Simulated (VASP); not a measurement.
# PbSe (Fm-3m) in VASP: a series of runs

The runs below take PbSe through band structure, equation of state, dielectric tensor, with HSE03, revPBE, PBEsol, LDA.

Program: VASP 6.6.1. These are calculated values, not measurements. Logs are shortened: lines on timing, memory, paths and dates and some standing lists are left out, and cuts for length are marked.

## Step 1: The cell of the first run

Symmetry: Fm-3m, No. 225, cubic system. Conventional cell: a = 6.121 Å, b = 6.121 Å, c = 6.121 Å, α = 90.00°, β = 90.00°, γ = 90.00°. Within 4.0 Å of Pb (site symmetry m-3m) lie 6 Se at 3.06 Å. Se (site symmetry m-3m) has 6 Pb at 3.06 Å within 4.0 Å.

## Step 2: Band structure, HSE03

File POSCAR:

```
PbSe
1.0
    0.0000000000      3.0606500000      3.0606500000
    3.0606500000      0.0000000000      3.0606500000
    3.0606500000      3.0606500000      0.0000000000
Pb Se
1 1
Direct
    0.0000000000      0.0000000000      0.0000000000
    0.5000000000      0.5000000000      0.5000000000
```

File INCAR.step1:

```
PREC = Accurate
ENCUT = 520
EDIFF = 1E-5
ISMEAR = 0
SIGMA = 0.02
LREAL = False
LASPH = True
NELM = 60
ALGO = Normal
ISIF = 2
LWAVE = True
LCHARG = False
NBANDS = 17
GGA = PE
KPAR = 4
```

File INCAR.step2:

```
PREC = Accurate
ENCUT = 520
EDIFF = 1E-7
ISMEAR = 0
SIGMA = 0.02
LREAL = False
LASPH = True
NELM = 60
ALGO = Normal
ISIF = 2
LWAVE = False
LCHARG = False
GGA = PE
LHFCALC = True
HFSCREEN = 0.3
PRECFOCK = Fast
NBANDS = 17
ISTART = 1
KPAR = 4
```

File KPOINTS:

```
regular mesh
0
Gamma
  6 6 6
```

File KPOINTS_OPT:

```
path GXWKGLUWLK,UX
10
line-mode
reciprocal
 0.0000000000  0.0000000000  0.0000000000  G
 0.5000000000  0.0000000000  0.5000000000  X

 0.5000000000  0.0000000000  0.5000000000  X
 0.5000000000  0.2500000000  0.7500000000  W

 0.5000000000  0.2500000000  0.7500000000  W
 0.3750000000  0.3750000000  0.7500000000  K

 0.3750000000  0.3750000000  0.7500000000  K
 0.0000000000  0.0000000000  0.0000000000  G

 0.0000000000  0.0000000000  0.0000000000  G
 0.5000000000  0.5000000000  0.5000000000  L

 0.5000000000  0.5000000000  0.5000000000  L
 0.6250000000  0.2500000000  0.6250000000  U

 0.6250000000  0.2500000000  0.6250000000  U
 0.5000000000  0.2500000000  0.7500000000  W

 0.5000000000  0.2500000000  0.7500000000  W
 0.5000000000  0.5000000000  0.5000000000  L

 0.5000000000  0.5000000000  0.5000000000  L
 0.3750000000  0.3750000000  0.7500000000  K

 0.6250000000  0.2500000000  0.6250000000  U
 0.5000000000  0.0000000000  0.5000000000  X
```

Potentials or basis: VASP PAW PBE potentials, release 64 (Pb_d, Se).

On the command line:

```bash
$ cat potpaw_PBE.64/Pb_d/POTCAR potpaw_PBE.64/Se/POTCAR > POTCAR
$ cp INCAR.step1 INCAR
$ mpirun -np 4 vasp_std > vasp.out
$ cp INCAR.step2 INCAR
$ mpirun -np 4 vasp_std > vasp.out
```

OUTCAR:

```text
PREC = Accurate
   ENCUT = 520
   EDIFF = 1E-7
   ISMEAR = 0
   LREAL = False
   LASPH = True
   NELM = 60
   ISIF = 2
   GGA = PE
   LHFCALC = True
   HFSCREEN = 0.3
   PRECFOCK = Fast
   ISTART = 1

 ion  position               nearest neighbor table
   1  0.000  0.000  0.000-   2 3.06   2 3.06   2 3.06   2 3.06   2 3.06   2 3.06
   2  0.500  0.500  0.500-   1 3.06   1 3.06   1 3.06   1 3.06   1 3.06   1 3.06

  LATTYP: Found a face centered cubic cell.
 ALAT       =     6.1213000000

  Lattice vectors:

 A1 = (   0.0000000000,   3.0606500000,   3.0606500000)
 A2 = (   3.0606500000,   0.0000000000,   3.0606500000)
 A3 = (   3.0606500000,   3.0606500000,   0.0000000000)

Analysis of symmetry for initial positions (statically):
=====================================================================
 Subroutine PRICEL returns:
 Original cell was already a primitive cell.

 Routine SETGRP: Setting up the symmetry group for a
 face centered cubic supercell.

 Subroutine GETGRP returns: Found 48 space group operations
 (whereof 48 operations were pure point group operations)
 out of a pool of 48 trial point group operations.

The static configuration has the point symmetry O_h .

Analysis of symmetry for dynamics (positions and initial velocities):
=====================================================================
 Subroutine PRICEL returns:
 Original cell was already a primitive cell.

 Routine SETGRP: Setting up the symmetry group for a
 face centered cubic supercell.

 Subroutine GETGRP returns: Found 48 space group operations
 (whereof 48 operations were pure point group operations)
 out of a pool of 48 trial point group operations.

The dynamic configuration has the point symmetry O_h .

 Subroutine INISYM returns: Found 48 space group operations
 (whereof 48 operations are pure point group operations),
 and found     1 'primitive' translations

----------------------------------------------------------------------------------------

                                     Primitive cell

  volume of cell :      57.3418

  direct lattice vectors                    reciprocal lattice vectors
     0.000000000  3.060650000  3.060650000    -0.163363991  0.163363991  0.163363991
     3.060650000  0.000000000  3.060650000     0.163363991 -0.163363991  0.163363991
     3.060650000  3.060650000  0.000000000     0.163363991  0.163363991 -0.163363991

[... 79 lines left out ...]
   NFREE  =      0    steps in history (QN), initial steepest desc. (CG)
   ISIF   =      2    stress and relaxation
   ISYM   =      3    0-nonsym 1-usesym 2-fastsym
   POTIM  = 0.5000    time-step for ionic-motion
   TEBEG  =    0.0;   TEEND  =   0.0 temperature during run
   PSTRESS=    0.0 pullay stress
   NELECT =      20.0000    total number of electrons
   NUPDOWN=      -1.0000    fix difference up-down
   EMIN   =  10.00;   EMAX   =-10.00  energy-range for DOS
   EFERMI =   0.00;   METHOD = LEGACY
   ISMEAR =     0;   SIGMA  =   0.02  broadening in eV -4-tet -1-fermi 0-gaus
   EFERMI_NEDOS =   21; number of points for ismear=-14 and -15
   IALGO  =     38    algorithm
   IMIX   =      1    mixing-type and parameters
     AMIX     =   0.40;   BMIX     =  1.00
     AMIX_MAG =   1.60;   BMIX_MAG =  1.00
  volume/ion in A,a.u.               =      28.67       193.48
  Fermi-wavevector in a.u.,A,eV,Ry     =   1.152377  2.177676 18.068159  1.327972
  Thomas-Fermi vector in A             =   2.289028
   LORBIT       =      0    0 simple, 1 ext, 2 COOP (PROOUT), +10 PAW based schemes
   GGA     = PE    functional components
   LHFCALC =     T    Hartree Fock is set to
   PRECFOCK=fast      Normal, Fast or Accurate (Low or Medium for compatibility)
   ENCUT4O =  -1.0   cutoff for four orbital integrals eV
   NKREDX  =     1    reduce k-point grid by
   NKREDY  =     1    reduce k-point grid by
   NKREDZ  =     1    reduce k-point grid by
   AEXX    =    0.2500 exact exchange contribution
   HFSCREEN=    0.3000 screening length (either q_TF or 0.3 A-1)
   HFSCREENC=   0.3000 screening length for correlation (either q_TF or 0.3 A-1)
   ENCUTFOCK=  -1.0 apply spherical cutoff to Coloumb kernel
   IVDW    =     0    specifies the selected vdW correction
   LEPSILON=     F    determine dielectric tensor
   LRPA    =     F    only Hartree local field effects (RPA)
 non-spin polarized calculation
 Gauss-broadening in eV      SIGMA  =   0.02
  energy-cutoff  :      520.00
  volume of cell :       57.34
 maximum number of plane-waves:      1572
  NGX = 18; NGY = 18; NGZ = 18

 number of electron      20.0000000 magnetization

 Free energy of the ion-electron system (eV)
  ---------------------------------------------------
  ext. energy  EPLUGINS =         0.00000000
  ---------------------------------------------------
  free energy    TOTEN  =        -9.41612756 eV

  energy without entropy =       -9.41612756  energy(sigma->0) =       -9.41612756

 E-fermi :   4.9715     XC(G=0):  -8.0691

 val. band max:        4.8597654625   @ k =   0.5000   0.0000   0.0000
 cond. band min:       5.4428237397   @ k =   0.5000   0.0000   0.0000
 fundamental gap:      0.5830582772
 Fermi energy:         4.9714848345

 k-point     1 :       0.0000    0.0000    0.0000
  band No.  band energies     occupation
      1     -13.6569      2.00000
      2     -13.6569      2.00000
      3     -13.6506      2.00000
      4     -13.6506      2.00000
      5     -13.6506      2.00000
      6     -10.0596      2.00000
[... 297 lines left out ...]
      4     -13.6227      2.00000
      5     -13.6064      2.00000
      6      -8.4620      2.00000
[... 9 lines left out ...]
     16      17.2692      0.00000
     17      18.2702      0.00000

------------------------ aborting loop because EDIFF is reached ----------------------------------------

  FORCE on cell =-STRESS in cart. coord.  units (eV):
  Direction    XX          YY          ZZ          XY          YZ          ZX
  --------------------------------------------------------------------------------------
  -------------------------------------------------------------------------------------
  Total        0.4646296      0.4646296      0.4646296      0.0000000      0.0000000     -0.0000000
  in kB       12.9821454     12.9821454     12.9821454      0.0000000      0.0000000     -0.0000000
  external PRESSURE =      12.9821454 kB  Pullay stress =       0.0000000 kB

 VOLUME and BASIS-vectors are now :
 -----------------------------------------------------------------------------
  energy-cutoff  :      520.00
  volume of cell :       57.34
      direct lattice vectors                 reciprocal lattice vectors
     0.000000000  3.060650000  3.060650000    -0.163363991  0.163363991  0.163363991
     3.060650000  0.000000000  3.060650000     0.163363991 -0.163363991  0.163363991
     3.060650000  3.060650000  0.000000000     0.163363991  0.163363991 -0.163363991

 POSITION                                       TOTAL-FORCE (eV/Angst)
 -----------------------------------------------------------------------------------
      0.00000      0.00000      0.00000        -0.000000     -0.000000      0.000000
      3.06065      3.06065      3.06065         0.000000      0.000000      0.000000
 -----------------------------------------------------------------------------------
    total drift:                                0.000000      0.000000      0.000000

  FREE ENERGIE OF THE ION-ELECTRON SYSTEM (eV)
  ---------------------------------------------------
  free  energy   TOTEN  =        -9.4161275640 eV

  energy  without entropy=       -9.4161275640  energy(sigma->0) =       -9.41612756
```

Run time: 47 min. Hardware: 4 MPI ranks of Intel Xeon Platinum 8488C (Sapphire Rapids), shared host; peak memory 0.39 GiB.

Results:

| Quantity | Value |
| --- | --- |
| Free energy | -9.4161 eV |
| Pressure | 1.3 GPa |
| Band gap on the k mesh | 0.58 eV |
| Band gap along the path | 0.58 eV |

Levels at the corners of the path, in eV from the valence-band top:
```tsv
point	band 7	band 8	band 9	band 10	band 11	band 12	band 13	band 14
Γ	-6.59	-2.16	-2.16	-2.16	5.29	5.29	5.29	6.98
X	-7.82	-5.50	-3.61	-3.61	4.02	6.25	6.25	6.71
X	-7.82	-5.50	-3.61	-3.61	4.02	6.25	6.25	6.71
W	-8.57	-4.68	-4.68	-0.95	2.26	5.46	5.46	8.36
W	-8.57	-4.68	-4.68	-0.95	2.26	5.46	5.46	8.36
K	-8.60	-5.05	-3.06	-2.62	3.82	4.49	6.03	6.31
K	-8.60	-5.05	-3.06	-2.62	3.82	4.49	6.03	6.31
Γ	-6.59	-2.16	-2.16	-2.16	5.29	5.29	5.29	6.98
Γ	-6.59	-2.16	-2.16	-2.16	5.29	5.29	5.29	6.98
L	-9.50	-1.75	-1.75	0.00	0.58	2.02	2.02	9.14
L	-9.50	-1.75	-1.75	0.00	0.58	2.02	2.02	9.14
U	-8.60	-5.05	-3.06	-2.62	3.82	4.49	6.03	6.31
U	-8.60	-5.05	-3.06	-2.62	3.82	4.49	6.03	6.31
W	-8.57	-4.68	-4.68	-0.95	2.26	5.46	5.46	8.36
W	-8.57	-4.68	-4.68	-0.95	2.26	5.46	5.46	8.36
L	-9.50	-1.75	-1.75	0.00	0.58	2.02	2.02	9.14
L	-9.50	-1.75	-1.75	0.00	0.58	2.02	2.02	9.14
K	-8.60	-5.05	-3.06	-2.62	3.82	4.49	6.03	6.31
U	-8.60	-5.05	-3.06	-2.62	3.82	4.49	6.03	6.31
X	-7.82	-5.50	-3.61	-3.61	4.02	6.25	6.25	6.71
```

Caveat: the PAW data sets were made with another functional, which shifts forces and pressure a little; spin-orbit coupling is left out, which moves the levels of the heavy elements.

(Continued in part 2 of 2.)
